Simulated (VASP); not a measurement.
# Si3N4 (Fd-3m) in VASP: notebook

Si3N4 is run at these levels: PBE; tasks: single point, relaxation of the atoms.

Program: VASP 6.6.1. These are calculated values, not measurements. Logs are shortened: lines on timing, memory, paths and dates and some standing lists are left out, and cuts for length are marked.

## 1. The cell of the first run

Symmetry: Fd-3m, No. 227, cubic system. Conventional cell: a = 8.041 Å, b = 8.041 Å, c = 8.041 Å, α = 90.00°, β = 90.00°, γ = 90.00°. Within 2.6 Å of Si (site symmetry -3m) lie 6 N at 1.95 Å. Si (site symmetry -43m) has 4 N at 1.85 Å within 2.5 Å. Within 2.5 Å of N (site symmetry 3m) lie 4 Si at 1.85 to 1.95 Å.

## 2. Single point, PBE (9.28 Å³/atom)

INCAR

```
SYSTEM = Si3N4
PREC = Accurate ; ENCUT = 520
EDIFF = 1E-7 ; ISMEAR = 0
SIGMA = 0.02 ; LREAL = .False.
LASPH = .True. ; NELM = 80
ALGO = Normal ; ISIF = 2
LWAVE = .False. ; LCHARG = .False.
GGA = PE ; NBANDS = 45
```

KPOINTS

```
Automatic mesh
0
Gamma
  6 6 6
  0 0 0
```

POSCAR

```
Si3N4
1.0
    0.0000000000      4.0203373680      4.0203373680
    4.0203373680      0.0000000000      4.0203373680
    4.0203373680      4.0203373680      0.0000000000
Si N
6 8
Direct
    0.1250000000      0.1250000000      0.6250000000
    0.1250000000      0.6250000000      0.1250000000
    0.6250000000      0.1250000000      0.1250000000
    0.1250000000      0.1250000000      0.1250000000
    0.7500000000      0.7500000000      0.7500000000
    0.5000000000      0.5000000000      0.5000000000
    0.3668922662      0.3668922662      0.3668922662
    0.3506767985      0.8831077338      0.8831077338
    0.8831077338      0.8831077338      0.3506767985
    0.8831077338      0.3506767985      0.8831077338
    0.3668922662      0.3668922662      0.8993232015
    0.3668922662      0.8993232015      0.3668922662
    0.8831077338      0.8831077338      0.8831077338
    0.8993232015      0.3668922662      0.3668922662
```

Potentials or basis: VASP PAW PBE potentials, release 64 (Si, N).

Run with:

```bash
cat potpaw_PBE.64/Si/POTCAR potpaw_PBE.64/N/POTCAR > POTCAR
mpirun -np 1 vasp_std > vasp.out
```

OUTCAR:

```text
SYSTEM = Si3N4
   PREC = Accurate
   ENCUT = 520
   EDIFF = 1E-7
   ISMEAR = 0
   LREAL = .False.
   LASPH = .True.
   NELM = 80
   ISIF = 2
   GGA = PE

 ion  position               nearest neighbor table
   1  0.125  0.125  0.625-   8 1.95  10 1.95  12 1.95  14 1.95  13 1.95   7 1.95   4 2.84   2 2.84
                             3 2.84   4 2.84   2 2.84   3 2.84
   2  0.125  0.625  0.125-   8 1.95   9 1.95  11 1.95  14 1.95  13 1.95   7 1.95   4 2.84   1 2.84
                             1 2.84   3 2.84   4 2.84   3 2.84
   3  0.625  0.125  0.125-   9 1.95  10 1.95  11 1.95  12 1.95   7 1.95  13 1.95   4 2.84   1 2.84
                             2 2.84   1 2.84   2 2.84   4 2.84
   4  0.125  0.125  0.125-   8 1.95   9 1.95  10 1.95  11 1.95  12 1.95  14 1.95   1 2.84   2 2.84
                             3 2.84   1 2.84   2 2.84   3 2.84
   5  0.750  0.750  0.750-  13 1.85   9 1.85  10 1.85   8 1.85
   6  0.500  0.500  0.500-   7 1.85  11 1.85  12 1.85  14 1.85
   7  0.367  0.367  0.367-   6 1.85   2 1.95   3 1.95   1 1.95
   8  0.351  0.883  0.883-   5 1.85   2 1.95   1 1.95   4 1.95
   9  0.883  0.883  0.351-   5 1.85   3 1.95   2 1.95   4 1.95
  10  0.883  0.351  0.883-   5 1.85   3 1.95   1 1.95   4 1.95
  11  0.367  0.367  0.899-   6 1.85   3 1.95   2 1.95   4 1.95
  12  0.367  0.899  0.367-   6 1.85   3 1.95   1 1.95   4 1.95
  13  0.883  0.883  0.883-   5 1.85   2 1.95   3 1.95   1 1.95
  14  0.899  0.367  0.367-   6 1.85   2 1.95   1 1.95   4 1.95

  LATTYP: Found a face centered cubic cell.
 ALAT       =     8.0406747360

  Lattice vectors:

 A1 = (   0.0000000000,   4.0203373680,   4.0203373680)
 A2 = (   4.0203373680,   0.0000000000,   4.0203373680)
 A3 = (   4.0203373680,   4.0203373680,   0.0000000000)

Analysis of symmetry for initial positions (statically):
=====================================================================
 Subroutine PRICEL returns:
 Original cell was already a primitive cell.

 Routine SETGRP: Setting up the symmetry group for a
 face centered cubic supercell.

 Subroutine GETGRP returns: Found 48 space group operations
 (whereof 24 operations were pure point group operations)
 out of a pool of 48 trial point group operations.

The static configuration has the point symmetry T_d .
 The point group associated with its full space group is O_h .

Analysis of symmetry for dynamics (positions and initial velocities):
=====================================================================
 Subroutine PRICEL returns:
 Original cell was already a primitive cell.

 Routine SETGRP: Setting up the symmetry group for a
 face centered cubic supercell.

 Subroutine GETGRP returns: Found 48 space group operations
 (whereof 24 operations were pure point group operations)
 out of a pool of 48 trial point group operations.

The dynamic configuration has the point symmetry T_d .
 The point group associated with its full space group is O_h .

 Subroutine INISYM returns: Found 48 space group operations
 (whereof 24 operations are pure point group operations),
 and found     1 'primitive' translations

----------------------------------------------------------------------------------------

                                     Primitive cell

  volume of cell :     129.9623

  direct lattice vectors                    reciprocal lattice vectors
     0.000000000  4.020337368  4.020337368    -0.124367672  0.124367672  0.124367672
     4.020337368  0.000000000  4.020337368     0.124367672 -0.124367672  0.124367672
     4.020337368  4.020337368  0.000000000     0.124367672  0.124367672 -0.124367672

  length of vectors
     5.685615631  5.685615631  5.685615631     0.215411127  0.215411127  0.215411127

  position of ions in fractional coordinates (direct lattice)
     0.125000000  0.125000000  0.625000000
     0.125000000  0.625000000  0.125000000
     0.625000000  0.125000000  0.125000000
     0.125000000  0.125000000  0.125000000
     0.750000000  0.750000000  0.750000000
     0.500000000  0.500000000  0.500000000
     0.366892266  0.366892266  0.366892266
     0.350676798  0.883107734  0.883107734
     0.883107734  0.883107734  0.350676798
     0.883107734  0.350676798  0.883107734
     0.366892266  0.366892266  0.899323202
     0.366892266  0.899323202  0.366892266
     0.883107734  0.883107734  0.883107734
     0.899323202  0.366892266  0.366892266

  ion indices of the primitive-cell ions
   primitive index   ion index
                 1           1
                 2           2
                 3           3
                 4           4
                 5           5
                 6           6
                 7           7
                 8           8
                 9           9
                10          10
                11          11
                12          12
                13          13
                14          14

----------------------------------------------------------------------------------------

 KPOINTS: Automatic mesh

Automatic generation of k-mesh.
 Grid dimensions read from file:
 generate k-points for:    6    6    6

 Generating k-lattice:

  Cartesian coordinates                     Fractional coordinates (reciprocal lattice)
    -0.020727945  0.020727945  0.020727945     0.166666667  0.000000000  0.000000000
     0.020727945 -0.020727945  0.020727945     0.000000000  0.166666667  0.000000000
     0.020727945  0.020727945 -0.020727945     0.000000000  0.000000000  0.166666667

  Length of vectors
     0.035901855  0.035901855  0.035901855

  Shift w.r.t. Gamma in fractional coordinates (k-lattice)
     0.000000000  0.000000000  0.000000000

 Subroutine IBZKPT returns following result:
 ===========================================

 Found     16 irreducible k-points:

 Following reciprocal coordinates:
            Coordinates               Weight
  0.000000  0.000000  0.000000      1.000000
  0.166667  0.000000  0.000000      8.000000
  0.333333  0.000000  0.000000      8.000000
  0.500000  0.000000  0.000000      4.000000
  0.166667  0.166667  0.000000      6.000000
  0.333333  0.166667  0.000000     24.000000
[... 8 lines left out ...]
 -0.333333  0.333333  0.166667     24.000000
 -0.333333  0.500000  0.166667     12.000000
   k-points           NKPTS =     16   k-points in BZ     NKDIM =     16   number of bands    NBANDS=     45
   number of dos      NEDOS =    301   number of ions     NIONS =     14
   total plane-waves  NPLWV =  74088
   dimension x,y,z NGX =    42 NGY =   42 NGZ =   42
   dimension x,y,z NGXF=    84 NGYF=   84 NGZF=   84
   ions per type =               6   8
   NGX,Y,Z   is equivalent  to a cutoff of  12.28, 12.28, 12.28 a.u.
   NGXF,Y,Z  is equivalent  to a cutoff of  24.56, 24.56, 24.56 a.u.
 SYSTEM =  Si3N4
   PREC   = accura    normal or accurate (medium, high low for compatibility)
   ISTART =      0    job   : 0-new  1-cont  2-samecut
   ICHARG =      2    charge: 1-file 2-atom 10-const
   ISPIN  =      1    spin polarized calculation?
   LNONCOLLINEAR =      F non collinear calculations
   LSORBIT =      F    spin-orbit coupling
   LASPH  =      T    aspherical Exc in radial PAW
   ENCUT  =  520.0 eV  38.22 Ry    6.18 a.u.  10.57 10.57 10.57*2*pi/ulx,y,z
   NELM   =     80;   NELMIN=  2; NELMDL= -5     # of ELM steps
   EDIFF  = 0.1E-06   stopping-criterion for ELM
   LREAL  =      F    real-space projection
   EDIFFG = 0.1E-05   stopping-criterion for IOM
   NSW    =      0    number of steps for IOM
   IBRION =     -1    ionic relax: 0-MD 1-quasi-New 2-CG
   NFREE  =      0    steps in history (QN), initial steepest desc. (CG)
   ISIF   =      2    stress and relaxation
   ISYM   =      2    0-nonsym 1-usesym 2-fastsym
   POTIM  = 0.5000    time-step for ionic-motion
   TEBEG  =    0.0;   TEEND  =   0.0 temperature during run
   PSTRESS=    0.0 pullay stress
   NELECT =      64.0000    total number of electrons
   NUPDOWN=      -1.0000    fix difference up-down
   EMIN   =  10.00;   EMAX   =-10.00  energy-range for DOS
   EFERMI =   0.00;   METHOD = LEGACY
   ISMEAR =     0;   SIGMA  =   0.02  broadening in eV -4-tet -1-fermi 0-gaus
   EFERMI_NEDOS =   21; number of points for ismear=-14 and -15
   IALGO  =     38    algorithm
   IMIX   =      4    mixing-type and parameters
     AMIX     =   0.40;   BMIX     =  1.00
     AMIX_MAG =   1.60;   BMIX_MAG =  1.00
  volume/ion in A,a.u.               =       9.28        62.64
  Fermi-wavevector in a.u.,A,eV,Ry     =   1.292793  2.443025 22.739604  1.671314
  Thomas-Fermi vector in A             =   2.424479
   LORBIT       =      0    0 simple, 1 ext, 2 COOP (PROOUT), +10 PAW based schemes
   GGA     = PE    functional components
   LHFCALC =     F    Hartree Fock is set to
   AEXX    =    0.0000 exact exchange contribution
   IVDW    =     0    specifies the selected vdW correction
   LEPSILON=     F    determine dielectric tensor
   LRPA    =     F    only Hartree local field effects (RPA)
 non-spin polarized calculation
 Gauss-broadening in eV      SIGMA  =   0.02
  energy-cutoff  :      520.00
  volume of cell :      129.96
 maximum number of plane-waves:      3521
   NGX = 21   NGY = 21   NGZ = 21

 number of electron      64.0000002 magnetization

 Free energy of the ion-electron system (eV)
  ---------------------------------------------------
  ext. energy  EPLUGINS =         0.00000000
  ---------------------------------------------------
  free energy    TOTEN  =      -111.56945010 eV

  energy without entropy =     -111.56945010  energy(sigma->0) =     -111.56945010

 E-fermi :   8.0442     XC(G=0): -11.7637

 val. band max:        7.8817732764   @ k =  -0.1667   0.1667   0.0000
 cond. band min:      10.8519896297   @ k =   0.0000   0.0000   0.0000
 fundamental gap:      2.9702163533
 Fermi energy:         8.0442463677

 k-point     1 :       0.0000    0.0000    0.0000
  band No.  band energies     occupation
      1      -9.9790      2.00000
      2      -7.0681      2.00000
      3      -6.2030      2.00000
      4      -6.2030      2.00000
      5      -6.2030      2.00000
      6      -5.3894      2.00000
[... 36 lines left out ...]
     43      15.4895      0.00000
     44      16.6988      0.00000

 k-point     2 :       0.1667    0.0000    0.0000
  band No.  band energies     occupation
      1      -9.8444      2.00000
      2      -7.2101      2.00000
      3      -6.4797      2.00000
      4      -6.1775      2.00000
      5      -6.1775      2.00000
      6      -5.4829      2.00000
[... 36 lines left out ...]
     43      15.8973      0.00000
     44      16.2504      0.00000

 k-point     3 :       0.3333    0.0000    0.0000
  band No.  band energies     occupation
      1      -9.4632      2.00000
      2      -7.8281      2.00000
      3      -6.6353      2.00000
      4      -6.0974      2.00000
      5      -6.0974      2.00000
      6      -5.7257      2.00000
[... 600 lines left out ...]
     43      17.0469      0.00000
     44      17.2438      0.00000

 k-point    16 :      -0.3333    0.5000    0.1667
  band No.  band energies     occupation
      1      -8.4337      2.00000
      2      -8.4337      2.00000
      3      -7.2354      2.00000
      4      -7.2354      2.00000
      5      -5.9510      2.00000
      6      -5.9510      2.00000
[... 36 lines left out ...]
     43      17.0798      0.00000
     44      17.0798      0.00000
 [bands above 44 left out]

------------------------ aborting loop because EDIFF is reached ----------------------------------------

  FORCE on cell =-STRESS in cart. coord.  units (eV):
  Direction    XX          YY          ZZ          XY          YZ          ZX
  --------------------------------------------------------------------------------------
  -------------------------------------------------------------------------------------
  Total      -18.5752725    -18.5752725    -18.5752725      0.0000000      0.0000000      0.0000000
  in kB     -228.9962053   -228.9962053   -228.9962053      0.0000000      0.0000000      0.0000000
  external PRESSURE =    -228.9962053 kB  Pullay stress =       0.0000000 kB

 VOLUME and BASIS-vectors are now :
 -----------------------------------------------------------------------------
  energy-cutoff  :      520.00
  volume of cell :      129.96
      direct lattice vectors                 reciprocal lattice vectors
     0.000000000  4.020337368  4.020337368    -0.124367672  0.124367672  0.124367672
     4.020337368  0.000000000  4.020337368     0.124367672 -0.124367672  0.124367672
     4.020337368  4.020337368  0.000000000     0.124367672  0.124367672 -0.124367672

 POSITION                                       TOTAL-FORCE (eV/Angst)
 -----------------------------------------------------------------------------------
      3.01525      3.01525      1.00508        -0.000000     -0.000000     -0.000000
      3.01525      1.00508      3.01525        -0.000000     -0.000000     -0.000000
      1.00508      3.01525      3.01525        -0.000000     -0.000000     -0.000000
      1.00508      1.00508      1.00508        -0.000000     -0.000000     -0.000000
      6.03051      6.03051      6.03051        -0.000000     -0.000000     -0.000000
      4.02034      4.02034      4.02034        -0.000000     -0.000000     -0.000000
      2.95006      2.95006      2.95006         0.002041      0.002041      0.002041
      7.10078      4.96023      4.96023        -0.002041      0.002041      0.002041
      4.96023      4.96023      7.10078         0.002041      0.002041     -0.002041
      4.96023      7.10078      4.96023         0.002041     -0.002041      0.002041
      5.09061      5.09061      2.95006        -0.002041     -0.002041      0.002041
      5.09061      2.95006      5.09061        -0.002041      0.002041     -0.002041
      7.10078      7.10078      7.10078        -0.002041     -0.002041     -0.002041
      2.95006      5.09061      5.09061         0.002041     -0.002041     -0.002041
 -----------------------------------------------------------------------------------
    total drift:                               -0.000000     -0.000000      0.000000

  FREE ENERGIE OF THE ION-ELECTRON SYSTEM (eV)
  ---------------------------------------------------
  free  energy   TOTEN  =      -111.5694501044 eV

  energy  without entropy=     -111.5694501044  energy(sigma->0) =     -111.56945010
```

Wall time 1.7 min (1 thread of Intel Xeon Platinum 8259CL at 2.50GHz (Skylake/Cascade Lake), shared host); peak memory 0.28 GiB.

Results:

```
Free energy            : -111.5695 eV
Pressure               : -22.9 GPa
Largest force          : 0.004 eV/Å
Band gap on the k mesh : 2.97 eV (least direct gap 3.04 eV)
```

Forces in eV/Å, atoms in the order of the input:
```
Si   0.000  0.000  0.000
Si   0.000  0.000  0.000
Si   0.000  0.000  0.000
Si   0.000  0.000  0.000
Si   0.000  0.000  0.000
Si   0.000  0.000  0.000
N    0.002  0.002  0.002
N   -0.002  0.002  0.002
N    0.002  0.002 -0.002
N    0.002 -0.002  0.002
N   -0.002 -0.002  0.002
N   -0.002  0.002 -0.002
N   -0.002 -0.002 -0.002
N    0.002 -0.002 -0.002
```

Caveat: the cell stands under tension. A k mesh can miss the band edges.

(Continued in part 2 of 3.)
